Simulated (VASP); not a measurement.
# Ba2Ir (I4_1/amd) in VASP: single point with PBE

Aim: the single point of Ba2Ir with PBE.

Everything below comes from runs of VASP 6.6.1. Logs are shortened: lines on timing, memory, paths and dates and some standing lists are left out, and cuts for length are marked.

### Step 1. The cell of the first run

The structure is tetragonal, space group I4_1/amd (No. 141). The conventional cell has a = 6.126 Å, b = 6.126 Å, c = 13.805 Å, α = 90.00°, β = 90.00°, γ = 90.00°. Ba (site symmetry 2mm) has 3 Ir at 3.05 to 3.09 Å and 2 Ba at 4.05 Å within 4.1 Å. Within 4.0 Å of Ir (site symmetry -4m2) lie 6 Ba at 3.05 to 3.09 Å.

### Step 2. Single point, PBE

Contents of INCAR:

```
ALGO     = Fast           # electronic algorithm
EDIFF    = 1E-6           # SCF threshold, eV
ENCUT    = 520            # plane-wave cutoff, eV
GGA      = PE             # functional
ISIF     = 2              # what is computed and relaxed
ISMEAR   = 0              # smearing method
LASPH    = True           # aspherical terms in the spheres
LCHARG   = False          # write CHGCAR
LREAL    = False          # projectors in reciprocal space
LWAVE    = False          # write WAVECAR
NBANDS   = 38             # bands
NELM     = 60             # most SCF steps
PREC     = Accurate       # precision mode
SIGMA    = 0.1            # smearing width, eV
```

Contents of KPOINTS:

```
k-points
0
Gamma
  6 6 6
```

Contents of POSCAR:

```
Ba2Ir
1.0
   -3.0628924839      3.0628924839      6.9027168450
    3.0628924839     -3.0628924839      6.9027168450
    3.0628924839      3.0628924839     -6.9027168450
Ba Ir
4 2
Direct
    0.2208119156      0.2208119156      0.0000000000
    0.9708119156      0.4708119156      0.5000000000
    0.5291880844      0.0291880844      0.5000000000
    0.7791880844      0.7791880844      0.0000000000
    0.0000000000      0.0000000000      0.0000000000
    0.7500000000      0.2500000000      0.5000000000
```

Potentials or basis: VASP PAW PBE potentials, release 64 (Ba_sv, Ir).

Launch:

```sh
$ cat potpaw_PBE.64/Ba_sv/POTCAR potpaw_PBE.64/Ir/POTCAR > POTCAR
$ mpirun -np 1 vasp_std > vasp.out
```

OUTCAR:

```text
EDIFF = 1E-6
   ENCUT = 520
   GGA = PE
   ISIF = 2
   ISMEAR = 0
   LASPH = True
   LREAL = False
   NELM = 60
   PREC = Accurate

 ion  position               nearest neighbor table
   1  0.221  0.221  0.000-   5 3.05   6 3.09   6 3.09   3 4.05   3 4.05   4 4.41   4 4.41   4 4.41
                             4 4.41   2 4.61   2 4.61   2 4.61   2 4.61
   2  0.971  0.471  0.500-   6 3.05   5 3.09   5 3.09   4 4.05   4 4.05   3 4.41   3 4.41   3 4.41
                             3 4.41   1 4.61   1 4.61   1 4.61   1 4.61
   3  0.529  0.029  0.500-   6 3.05   5 3.09   5 3.09   1 4.05   1 4.05   2 4.41   2 4.41   2 4.41
                             2 4.41   4 4.61   4 4.61   4 4.61   4 4.61
   4  0.779  0.779  0.000-   5 3.05   6 3.09   6 3.09   2 4.05   2 4.05   1 4.41   1 4.41   1 4.41
                             1 4.41   3 4.61   3 4.61   3 4.61   3 4.61
   5  0.000  0.000  0.000-   1 3.05   4 3.05   2 3.09   3 3.09   3 3.09   2 3.09
   6  0.750  0.250  0.500-   2 3.05   3 3.05   4 3.09   1 3.09   4 3.09   1 3.09

  LATTYP: Found a body centered tetragonal cell.
 ALAT       =     6.1257849678
 C/A-ratio  =     2.2536595330

  Lattice vectors:

 A1 = (  -3.0628924839,   3.0628924839,   6.9027168450)
 A2 = (   3.0628924839,  -3.0628924839,   6.9027168450)
 A3 = (   3.0628924839,   3.0628924839,  -6.9027168450)

Analysis of symmetry for initial positions (statically):
=====================================================================
 Subroutine PRICEL returns:
 Original cell was already a primitive cell.

 Routine SETGRP: Setting up the symmetry group for a
 body centered tetragonal supercell.

 Subroutine GETGRP returns: Found 16 space group operations
 (whereof  8 operations were pure point group operations)
 out of a pool of 16 trial point group operations.

The static configuration has the point symmetry D_2d.
 The point group associated with its full space group is D_4h.

Analysis of symmetry for dynamics (positions and initial velocities):
=====================================================================
 Subroutine PRICEL returns:
 Original cell was already a primitive cell.

 Routine SETGRP: Setting up the symmetry group for a
 body centered tetragonal supercell.

 Subroutine GETGRP returns: Found 16 space group operations
 (whereof  8 operations were pure point group operations)
 out of a pool of 16 trial point group operations.

The dynamic configuration has the point symmetry D_2d.
 The point group associated with its full space group is D_4h.

 Subroutine INISYM returns: Found 16 space group operations
 (whereof  8 operations are pure point group operations),
 and found     1 'primitive' translations

----------------------------------------------------------------------------------------

                                     Primitive cell

  volume of cell :     259.0261

  direct lattice vectors                    reciprocal lattice vectors
    -3.062892484  3.062892484  6.902716845     0.000000000  0.163244385  0.072435247
     3.062892484 -3.062892484  6.902716845     0.163244385  0.000000000  0.072435247
     3.062892484  3.062892484 -6.902716845     0.163244385  0.163244385  0.000000000

  length of vectors
     8.149240491  8.149240491  8.149240491     0.178593377  0.178593377  0.230862423

  position of ions in fractional coordinates (direct lattice)
     0.220811916  0.220811916  0.000000000
     0.970811916  0.470811916  0.500000000
     0.529188084  0.029188084  0.500000000
     0.779188084  0.779188084  0.000000000
     0.000000000  0.000000000  0.000000000
     0.750000000  0.250000000  0.500000000

  ion indices of the primitive-cell ions
   primitive index   ion index
                 1           1
                 2           2
                 3           3
                 4           4
                 5           5
                 6           6

----------------------------------------------------------------------------------------

 KPOINTS: k-points

Automatic generation of k-mesh.
 Grid dimensions read from file:
 generate k-points for:    6    6    6

 Generating k-lattice:

  Cartesian coordinates                     Fractional coordinates (reciprocal lattice)
     0.000000000  0.027207398  0.012072541     0.166666667 -0.000000000  0.000000000
     0.027207398  0.000000000  0.012072541    -0.000000000  0.166666667  0.000000000
     0.027207398  0.027207398  0.000000000     0.000000000  0.000000000  0.166666667

  Length of vectors
     0.029765563  0.029765563  0.038477071

  Shift w.r.t. Gamma in fractional coordinates (k-lattice)
     0.000000000  0.000000000  0.000000000

 Subroutine IBZKPT returns following result:
 ===========================================

 Found     30 irreducible k-points:

 Following reciprocal coordinates:
            Coordinates               Weight
  0.000000  0.000000  0.000000      1.000000
  0.166667  0.000000  0.000000      8.000000
  0.333333  0.000000 -0.000000      8.000000
  0.500000  0.000000  0.000000      4.000000
  0.166667  0.166667  0.000000      8.000000
  0.333333  0.166667  0.000000     16.000000
[... 16 lines left out ...]
 -0.333333 -0.333333  0.166667      8.000000
 -0.166667 -0.333333  0.166667      8.000000
 [... further k-points ...]
   k-points           NKPTS =     30   k-points in BZ     NKDIM =     30   number of bands    NBANDS=     38
   number of dos      NEDOS =    301   number of ions     NIONS =      6
   total plane-waves  NPLWV = 262144
   dimension x,y,z NGX =    64 NGY =   64 NGZ =   64
   dimension x,y,z NGXF=   128 NGYF=  128 NGZF=  128
   ions per type =               4   2
   NGX,Y,Z   is equivalent  to a cutoff of  13.06, 13.06, 13.06 a.u.
   NGXF,Y,Z  is equivalent  to a cutoff of  26.11, 26.11, 26.11 a.u.
 SYSTEM =  unknown system
   PREC   = accura    normal or accurate (medium, high low for compatibility)
   ISTART =      0    job   : 0-new  1-cont  2-samecut
   ICHARG =      2    charge: 1-file 2-atom 10-const
   ISPIN  =      1    spin polarized calculation?
   LNONCOLLINEAR =      F non collinear calculations
   LSORBIT =      F    spin-orbit coupling
   LASPH  =      T    aspherical Exc in radial PAW
   ENCUT  =  520.0 eV  38.22 Ry    6.18 a.u.  15.15 15.15 15.15*2*pi/ulx,y,z
   NELM   =     60;   NELMIN=  2; NELMDL= -5     # of ELM steps
   EDIFF  = 0.1E-05   stopping-criterion for ELM
   LREAL  =      F    real-space projection
   EDIFFG = 0.1E-04   stopping-criterion for IOM
   NSW    =      0    number of steps for IOM
   IBRION =     -1    ionic relax: 0-MD 1-quasi-New 2-CG
   NFREE  =      0    steps in history (QN), initial steepest desc. (CG)
   ISIF   =      2    stress and relaxation
   ISYM   =      2    0-nonsym 1-usesym 2-fastsym
   POTIM  = 0.5000    time-step for ionic-motion
   TEBEG  =    0.0;   TEEND  =   0.0 temperature during run
   PSTRESS=    0.0 pullay stress
   NELECT =      58.0000    total number of electrons
   NUPDOWN=      -1.0000    fix difference up-down
   EMIN   =  10.00;   EMAX   =-10.00  energy-range for DOS
   EFERMI =   0.00;   METHOD = LEGACY
   ISMEAR =     0;   SIGMA  =   0.10  broadening in eV -4-tet -1-fermi 0-gaus
   EFERMI_NEDOS =   21; number of points for ismear=-14 and -15
   IALGO  =     68    algorithm
   IMIX   =      4    mixing-type and parameters
     AMIX     =   0.40;   BMIX     =  1.00
     AMIX_MAG =   1.60;   BMIX_MAG =  1.00
  volume/ion in A,a.u.               =      43.17       291.33
  Fermi-wavevector in a.u.,A,eV,Ry     =   0.994114  1.878604 13.446137  0.988263
  Thomas-Fermi vector in A             =   2.126043
   LORBIT       =      0    0 simple, 1 ext, 2 COOP (PROOUT), +10 PAW based schemes
   GGA     = PE    functional components
   LHFCALC =     F    Hartree Fock is set to
   AEXX    =    0.0000 exact exchange contribution
   IVDW    =     0    specifies the selected vdW correction
   LEPSILON=     F    determine dielectric tensor
   LRPA    =     F    only Hartree local field effects (RPA)
 non-spin polarized calculation
 RMM-DIIS sequential band-by-band and
 Gauss-broadening in eV      SIGMA  =   0.10
  energy-cutoff  :      520.00
  volume of cell :      259.03
 maximum number of plane-waves:      6997
 NGX is ok and might be reduce to    64
   NGX = 31   NGY = 31   NGZ = 31

 number of electron      57.9999999 magnetization

 Free energy of the ion-electron system (eV)
  ---------------------------------------------------
  ext. energy  EPLUGINS =         0.00000000
  ---------------------------------------------------
  free energy    TOTEN  =       -25.35901047 eV

  energy without entropy =      -25.33694186  energy(sigma->0) =      -25.34797617

 E-fermi :   2.1249     XC(G=0):  -8.1916

 val. band max:        2.1159378154   @ k =  -0.1667   0.1667   0.0000
 cond. band min:       2.1394214930   @ k =  -0.3333   0.3333   0.3333
 fundamental gap:      0.0234836775
 Fermi energy:         2.1248617797

 k-point     1 :       0.0000    0.0000    0.0000
  band No.  band energies     occupation
      1     -25.5866      2.00000
      2     -25.5287      2.00000
      3     -25.5176      2.00000
      4     -25.4999      2.00000
      5     -11.0686      2.00000
      6     -11.0165      2.00000
[... 30 lines left out ...]
     37       4.9294      0.00000
     38       5.0298      0.00000

 k-point     2 :       0.1667    0.0000    0.0000
  band No.  band energies     occupation
      1     -25.5807      2.00000
      2     -25.5311      2.00000
      3     -25.5162      2.00000
      4     -25.5028      2.00000
      5     -11.0834      2.00000
      6     -11.0606      2.00000
[... 30 lines left out ...]
     37       4.8933      0.00000
     38       5.2896      0.00000

 k-point     3 :       0.3333    0.0000   -0.0000
  band No.  band energies     occupation
      1     -25.5670      2.00000
      2     -25.5336      2.00000
      3     -25.5184      2.00000
      4     -25.5080      2.00000
      5     -11.1088      2.00000
      6     -11.0880      2.00000
[... 30 lines left out ...]
     37       4.6070      0.00000
[... 781 lines left out ...]
 k-point    23 :      -0.3333   -0.3333    0.1667
  band No.  band energies     occupation
      1     -25.5661      2.00000
      2     -25.5441      2.00000
      3     -25.5117      2.00000
      4     -25.5071      2.00000
      5     -11.1052      2.00000
      6     -11.0908      2.00000
[... 30 lines left out ...]
     37       4.7330      0.00000
     38       5.0651      0.00000

 k-point    24 :      -0.1667   -0.3333    0.1667
  band No.  band energies     occupation
      1     -25.5749      2.00000
      2     -25.5398      2.00000
      3     -25.5124      2.00000
      4     -25.5037      2.00000
      5     -11.0912      2.00000
      6     -11.0712      2.00000
[... 30 lines left out ...]
     37       4.8679      0.00000
     38       5.6305      0.00000

 [... further k-points ...]
[... 5 lines left out ...]
  --------------------------------------------------------------------------------------
  -------------------------------------------------------------------------------------
  Total        1.8191950      1.8191950      1.7858935      0.0000000     -0.0000000      0.0000000
  in kB       11.2524293     11.2524293     11.0464466      0.0000000     -0.0000000      0.0000000
  external PRESSURE =      11.1837684 kB  Pullay stress =       0.0000000 kB

 VOLUME and BASIS-vectors are now :
 -----------------------------------------------------------------------------
  energy-cutoff  :      520.00
  volume of cell :      259.03
      direct lattice vectors                 reciprocal lattice vectors
    -3.062892484  3.062892484  6.902716845     0.000000000  0.163244385  0.072435247
     3.062892484 -3.062892484  6.902716845     0.163244385  0.000000000  0.072435247
     3.062892484  3.062892484 -6.902716845     0.163244385  0.163244385  0.000000000

 POSITION                                       TOTAL-FORCE (eV/Angst)
 -----------------------------------------------------------------------------------
      0.00000      0.00000      3.04840        -0.000000      0.000000      0.108864
      0.00000      3.06289      6.49976         0.000000     -0.000000      0.108864
      0.00000      3.06289      0.40295         0.000000     -0.000000     -0.108864
      0.00000      0.00000     10.75703        -0.000000      0.000000     -0.108864
      0.00000      0.00000      0.00000         0.000000      0.000000      0.000000
      0.00000      3.06289      3.45136         0.000000      0.000000      0.000000
 -----------------------------------------------------------------------------------
    total drift:                                0.000000      0.000000     -0.000000

  FREE ENERGIE OF THE ION-ELECTRON SYSTEM (eV)
  ---------------------------------------------------
  free  energy   TOTEN  =       -25.3590104743 eV

  energy  without entropy=      -25.3369418572  energy(sigma->0) =      -25.34797617
```

Run time: 11 min. Hardware: 1 thread of Intel Xeon 6975P-C (Granite Rapids), shared host; peak memory 0.71 GiB.

Results:

```yaml
Free_energy: -25.3590 eV
Pressure: 1.1 GPa
Largest_force: 0.109 eV/Å
Band_gap_on_the_k_mesh: zero (bands 29 and 30 overlap by 0.54 eV)
```

Forces in eV/Å, atoms in the order of the input:
```
Ba   0.000  0.000  0.109
Ba   0.000  0.000  0.109
Ba   0.000  0.000 -0.109
Ba   0.000  0.000 -0.109
Ir   0.000  0.000  0.000
Ir   0.000  0.000  0.000
```

Caveat: spin-orbit coupling is left out, which moves the levels of the heavy elements.

The gap in the log of VASP goes by the Fermi energy; the results here count the filled bands.